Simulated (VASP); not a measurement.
ZrO2:

```
Zr O
1.0
     3.64342    0.00000    0.00000
     0.00000    3.64342    0.00000
     0.00000    0.00000    5.24513
Zr O
2 4
Direct
  0.00000 0.00000 0.00000
  0.50000 0.50000 0.50000
  0.00000 0.50000 0.20119
  0.00000 0.50000 0.70119
  0.50000 0.00000 0.29881
  0.50000 0.00000 0.79881
```

* Program: VASP 6.6.1
* Task: relaxation of the atoms
* Functional: PBE
* Potentials or basis: VASP PAW PBE potentials, release 64 (Zr_sv, O)
* Cutoff: 520 eV
* k mesh: 8 × 8 × 6
* Occupations: fermi-dirac, width 0.02 eV
* Spin: no spin polarisation

At the start: pressure -3.2 GPa; volume 11.60 Å³/atom.

How do energy, volume and symmetry change on relaxing?

Over 4 steps the energy falls by 2.2 meV/atom at a fixed cell; space group P4_2/nmc (No. 137, to 0.1 Å) before and after.

The path:
| step | energy change (eV) | largest force (eV/Å) | pressure (GPa) |
| --- | --- | --- | --- |
| 1 | 0.0000 | 0.1665 | -3.16 |
| 2 | -0.0049 | 0.1351 | -2.82 |
| 3 | -0.0129 | 0.0282 | -1.73 |
| 4 | -0.0132 | 0.0031 | -1.43 |

Final structure:
```yaml
crystal:
  lattice:
    - [3.64342, 0.00000, 0.00000]
    - [0.00000, 3.64342, 0.00000]
    - [0.00000, 0.00000, 5.24513]
  atoms:
    - { symbol: Zr, position: [0.00000, 0.00000, 0.00000] }
    - { symbol: Zr, position: [0.50000, 0.50000, 0.50000] }
    - { symbol: O, position: [0.00000, 0.50000, 0.19385] }
    - { symbol: O, position: [0.00000, 0.50000, 0.69385] }
    - { symbol: O, position: [0.50000, 0.00000, 0.30615] }
    - { symbol: O, position: [0.50000, 0.00000, 0.80615] }
```
